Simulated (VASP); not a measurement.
**Na: single point with PBEsol**

The system is Na.

```xyz
2
Lattice="0.0000 3.1195 3.1195 3.1195 0.0000 3.1195 3.1195 3.1195 0.0000" Properties=species:S:1:pos:R:3 pbc="T T T"
Na   -0.7799   -0.7799   -0.7799
Na    0.7799    0.7799    0.7799
```

This cell differs from its parent crystal: volume scaled by 0.58.

* Program: VASP 6.6.1
* Task: single point
* Functional: PBEsol
* Potentials or basis: VASP PAW PBE potentials, release 64 (Na_pv)
* Cutoff: 520 eV
* k mesh: 9 × 9 × 9
* Occupations: fermi-dirac, width 0.08 eV
* Spin: no spin polarisation

```
Pressure               : 4.4 GPa
Band gap on the k mesh : zero (band 7 reaches 1.60 eV, above the bottom of band 8 at 0.56 eV)
```

Levels at points of the mesh, in eV from the Fermi level:
```tsv
k point	band 4	band 5	band 6	band 7	band 8	band 9	band 10	band 11
(0.00, 0.00, 0.00)	-25.45	-25.45	-25.45	-3.77	6.65	6.65	6.65	6.81
```

Run time: 17 s on 1 thread of Intel(R) Xeon(R) Platinum 8375C CPU @ 2.90GHz (Ice Lake) (shared host), peak memory 0.19 GiB.

Caveat: the PAW data sets were made with another functional, which shifts forces and pressure a little.
